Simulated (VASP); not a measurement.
# NiO2 (P6_3/mmc) in VASP: further runs, part 2 of 2

VASP 6.6.1. The steps go on from the part before.

**3. Single point, PBEsol**

This run uses another cell than the first one, of the same volume but with other edges.

INCAR

```
PREC = Accurate
ENCUT = 520
EDIFF = 1E-6
ISMEAR = 0
SIGMA = 0.05
LREAL = F
LASPH = T
NELM = 80
ALGO = Normal
ISIF = 2
LWAVE = F
LCHARG = T
GGA = PS
LELF = T
LVHAR = T
NBANDS = 31
```

KPOINTS

```
Automatic mesh
0
Gamma
  12 12 4
```

POSCAR

```
NiO2
1.0
    2.7384391002      0.0000000000      0.0000000000
   -1.3692195501      2.3715578275      0.0000000000
    0.0000000000      0.0000000000     11.2015370580
Ni O
2 4
Direct
    0.0000000000      0.0000000000      0.0000000000
    0.0000000000      0.0000000000      0.5000000000
    0.6666666667      0.3333333333      0.0860929541
    0.6666666667      0.3333333333      0.4139070459
    0.3333333333      0.6666666667      0.9139070459
    0.3333333333      0.6666666667      0.5860929541
```

Potentials or basis: VASP PAW PBE potentials, release 64 (Ni, O).

Run with:

```console
$ cat potpaw_PBE.64/Ni/POTCAR potpaw_PBE.64/O/POTCAR > POTCAR
$ mpirun -np 1 vasp_std > vasp.out
```

Run time: 3.6 min. Hardware: 1 thread of Intel Xeon 8259CL, shared host; peak memory 0.24 GiB.

Results (log left out):

| Quantity | Value |
| --- | --- |
| Free energy | -37.4652 eV |
| Pressure | 3.2 GPa |
| Largest force | 0.116 eV/Å |
| Band gap on the k mesh | 1.24 eV (least direct gap 1.43 eV) |

Forces in eV/Å, atoms in the order of the input:
```
Ni   0.000  0.000  0.000
Ni   0.000  0.000  0.000
O    0.000  0.000 -0.116
O    0.000  0.000  0.116
O    0.000  0.000  0.116
O    0.000  0.000 -0.116
```

Stress tensor (GPa, compression positive):
```
 5.43  0.00  0.00
 0.00  5.43  0.00
 0.00  0.00 -1.15
```

Levels at points of the mesh, in eV from the valence-band top:
```csv
k point,band 20,band 21,band 22,band 23,band 24,band 25
"(0.00, 0.00, 0.00)",-0.87,-0.25,-0.13,2.45,2.45,2.45
"(0.50, 0.00, 0.00)",-1.61,-0.92,-0.90,1.82,1.91,2.32
"(0.00, 0.00, 0.50)",-0.87,-0.18,-0.18,2.45,2.45,2.45
"(0.50, 0.00, 0.50)",-1.62,-0.91,-0.91,1.87,1.87,2.33
```

Caveat: the stress differs along the axes, from -1 to 5 GPa; the PAW data sets were made with another functional, which shifts forces and pressure a little; the run has no spin polarisation, though such a crystal can be magnetic.

**4. Single point, PBEsol**

This run uses another cell than the first one, of the same volume but with other edges.

INCAR

```
PREC = Accurate ; ENCUT = 520
EDIFF = 1E-6 ; ISMEAR = 0
SIGMA = 0.05 ; LREAL = F
LASPH = T ; NELM = 60
ALGO = Normal ; ISIF = 2
LWAVE = F ; LCHARG = F
GGA = PS ; NBANDS = 31
```

KPOINTS is that of step 3.

POSCAR, as its differences from that of step 3:

```diff
@@ -2,5 +2,5 @@
 1.0
-    2.7384391002      0.0000000000      0.0000000000
-   -1.3692195501      2.3715578275      0.0000000000
-    0.0000000000      0.0000000000     11.2015370580
+    2.9982616132      0.0000000000      0.0000000000
+   -1.4991308066      2.5965707242      0.0000000000
+    0.0000000000      0.0000000000      9.3442563699
 Ni O
```

Run with:

```console
$ cat potpaw_PBE.64/Ni/POTCAR potpaw_PBE.64/O/POTCAR > POTCAR
$ mpirun -np 1 vasp_std > vasp.out
```

It took 3.9 min on 1 thread of Intel Xeon 8259CL, shared host; peak memory 0.25 GiB.

The run converged. Its results:

| Item | Value |
| --- | --- |
| Free energy | -36.7092 eV |
| Pressure | -11.2 GPa |
| Largest force | 0.482 eV/Å |
| Band gap on the k mesh | 0.53 eV (least direct gap 0.73 eV) |

Forces on the atoms (eV/Å):
```
Ni   0.000  0.000  0.000
Ni   0.000  0.000  0.000
O    0.000  0.000  0.482
O    0.000  0.000 -0.482
O    0.000  0.000 -0.482
O    0.000  0.000  0.482
```

Stress tensor (GPa, compression positive):
```
-18.79   0.00   0.00
  0.00 -18.79   0.00
  0.00   0.00   3.91
```

Levels at points of the mesh, in eV from the valence-band top:
```tsv
k point	band 18	band 19	band 20	band 21	band 22	band 23	band 24	band 25	band 26	band 27
(0.00, 0.00, 0.00)	-1.38	-1.38	-0.96	-0.20	-0.01	1.85	1.85	1.88	1.88	6.46
(0.50, 0.00, 0.00)	-1.72	-1.57	-1.09	-1.08	-1.01	0.78	1.08	1.87	1.91	10.57
(0.00, 0.00, 0.50)	-1.40	-1.40	-1.40	-0.08	-0.08	1.86	1.86	1.86	1.86	7.10
(0.50, 0.00, 0.50)	-1.73	-1.36	-1.36	-1.02	-1.02	0.94	0.94	1.89	1.89	11.00
```

Caveat: the stress differs along the axes, from -19 to 4 GPa; semilocal functionals underestimate gaps, and a narrow one can read as zero; the PAW data sets were made with another functional, which shifts forces and pressure a little; the run has no spin polarisation, though such a crystal can be magnetic. A k mesh can miss the band edges.

**5. Single point, PBEsol**

This run uses another cell than the first one, of the same volume but with other edges.

INCAR

```
ALGO = Normal
EDIFF = 1E-6
ENCUT = 520
GGA = PS
ISIF = 2
ISMEAR = 0
LASPH = T
LCHARG = F
LREAL = F
LWAVE = F
NBANDS = 31
NELM = 60
PREC = Accurate
SIGMA = 0.05
```

KPOINTS

```
k-points
0
Gamma
  12 12 4
```

POSCAR, as its differences from that of step 4:

```diff
@@ -2,5 +2,5 @@
 1.0
-    2.9982616132      0.0000000000      0.0000000000
-   -1.4991308066      2.5965707242      0.0000000000
-    0.0000000000      0.0000000000      9.3442563699
+    2.5502635834      0.0000000000      0.0000000000
+   -1.2751317917      2.2085930496      0.0000000000
+    0.0000000000      0.0000000000     12.9155723176
 Ni O
```

Potentials or basis: VASP PAW PBE potentials, release 64 (Ni, O).

Run with:

```console
$ cat potpaw_PBE.64/Ni/POTCAR potpaw_PBE.64/O/POTCAR > POTCAR
$ mpirun -np 1 vasp_std > vasp.out
```

OUTCAR:

```text
EDIFF = 1E-6
   ENCUT = 520
   GGA = PS
   ISIF = 2
   ISMEAR = 0
   LASPH = T
   LREAL = F
   NELM = 60
   PREC = Accurate

 ion  position               nearest neighbor table
   1  0.000  0.000  0.000-   3 1.85   5 1.85   3 1.85   5 1.85   3 1.85   5 1.85
   2  0.000  0.000  0.500-   4 1.85   6 1.85   4 1.85   6 1.85   4 1.85   6 1.85
   3  0.667  0.333  0.086-   1 1.85   1 1.85   1 1.85
   4  0.667  0.333  0.414-   2 1.85   2 1.85   2 1.85
   5  0.333  0.667  0.914-   1 1.85   1 1.85   1 1.85
[... 1027 lines left out ...]
  -------------------------------------------------------------------------------------
  Total       11.5486456     11.5486456     -4.9858542      0.0000000      0.0000000     -0.0000000
  in kB      254.3473465    254.3473465   -109.8084431      0.0000000      0.0000000     -0.0000000
  external PRESSURE =     132.9620833 kB  Pullay stress =       0.0000000 kB

 VOLUME and BASIS-vectors are now :
 -----------------------------------------------------------------------------
  energy-cutoff  :      520.00
  volume of cell :       72.75
      direct lattice vectors                 reciprocal lattice vectors
     2.550263583  0.000000000  0.000000000     0.392116331  0.226388469  0.000000000
    -1.275131792  2.208593050  0.000000000     0.000000000  0.452776939  0.000000000
     0.000000000  0.000000000 12.915572318     0.000000000  0.000000000  0.077425915

 POSITION                                       TOTAL-FORCE (eV/Angst)
 -----------------------------------------------------------------------------------
      0.00000      0.00000      0.00000         0.000000      0.000000     -0.000000
      0.00000      0.00000      6.45779         0.000000      0.000000     -0.000000
      1.27513      0.73620      1.11194         0.000000      0.000000     -1.088470
      1.27513      0.73620      5.34585         0.000000     -0.000000      1.088470
     -0.00000      1.47240     11.80363        -0.000000     -0.000000      1.088470
     -0.00000      1.47240      7.56973        -0.000000      0.000000     -1.088470
 -----------------------------------------------------------------------------------
    total drift:                               -0.000000     -0.000000      0.000000

  FREE ENERGIE OF THE ION-ELECTRON SYSTEM (eV)
  ---------------------------------------------------
  free  energy   TOTEN  =       -36.0932652006 eV

  energy  without entropy=      -36.0932652006  energy(sigma->0) =      -36.09326520
```

Run time: 4 min. Hardware: 1 thread of Intel Xeon 8259CL, shared host; peak memory 0.25 GiB.

What came out:

```yaml
Free_energy: -36.0933 eV
Pressure: 13.3 GPa
Largest_force: 1.088 eV/Å
Band_gap_on_the_k_mesh: 1.42 eV (least direct gap 1.49 eV)
```

Forces on the atoms (eV/Å):
```
Ni   0.000  0.000  0.000
Ni   0.000  0.000  0.000
O    0.000  0.000 -1.088
O    0.000  0.000  1.088
O    0.000  0.000  1.088
O    0.000  0.000 -1.088
```

Stress tensor (GPa, compression positive):
```
 25.43   0.00   0.00
  0.00  25.43   0.00
  0.00   0.00 -10.98
```

Caveat: the stress differs along the axes, from -11 to 25 GPa; the PAW data sets were made with another functional, which shifts forces and pressure a little; the run has no spin polarisation, though such a crystal can be magnetic. A k mesh can miss the band edges.

**6. Summary**

| cell | gap on the mesh (eV) | pressure (GPa) | largest force (eV/Å) |
| --- | --- | --- | --- |
| a = 2.821, b = 2.821, c = 10.552 Å, angles 90.0, 90.0, 120.0°, 6 atoms | 1.05 | -1.5 | 0.19 |
| a = 2.738, b = 2.738, c = 11.202 Å, angles 90.0, 90.0, 120.0°, 6 atoms | 1.24 | 3.2 | 0.12 |
| a = 2.998, b = 2.998, c = 9.344 Å, angles 90.0, 90.0, 120.0°, 6 atoms | 0.53 | -11.2 | 0.48 |
| a = 2.550, b = 2.550, c = 12.916 Å, angles 90.0, 90.0, 120.0°, 6 atoms | 1.42 | 13.3 | 1.09 |

Alike in all rows: task single point; level PBEsol; potentials or basis VASP PAW PBE potentials, release 64 (Ni, O); no spin polarisation; k mesh 12 × 12 × 4; cutoff (eV) 520; smearing gaussian 0.05 eV.

Caveats: the PAW data sets were made with another functional, which shifts forces and pressure a little; the run has no spin polarisation, though such a crystal can be magnetic; the stress differs along the axes, from -1 to 5 GPa (at least some runs); the stress differs along the axes, from -19 to 4 GPa (at least some runs); semilocal functionals underestimate gaps, and a narrow one can read as zero (at least some runs); the stress differs along the axes, from -11 to 25 GPa (at least some runs).

Absolute energies hang on the potentials; compare differences alone.
